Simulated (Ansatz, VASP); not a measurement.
CuI in VASP and in Ansatz

```xyz
2
Lattice="0.0000 3.0315 3.0315 3.0315 0.0000 3.0315 3.0315 3.0315 0.0000" Properties=species:S:1:pos:R:3 pbc="T T T"
I     0.0000    0.0000    0.0000
Cu    4.5473    4.5473    4.5473
```

Alike in both runs: task single point; functional PBE; k mesh 3 × 3 × 3; occupations fermi-dirac, width 0.03 eV; no spin polarisation.

```csv
,VASP,Ansatz
version,VASP 6.6.1,Ansatz 0.2.0
potentials or method,"VASP PAW PBE potentials, release 64 (I, Cu), cutoff 520 eV","all-electron LAPW, scalar-relativistic"
```

Ansatz gave:

* gap on the k mesh at the Fermi level (eV): 1.12
* least direct gap on the mesh (eV): 1.12
* pressure (GPa): 1.3

Problem. Estimate VASP's values.

Solution. gap on the k mesh at the Fermi level (eV): 1.14; least direct gap on the mesh (eV): 1.14; pressure (GPa): 1.4.

Ansatz ran all-electron here, and VASP with PAW potentials.

The k mesh is coarse, so the values compare programs but aren't converged. Neither program's run includes spin-orbit coupling.
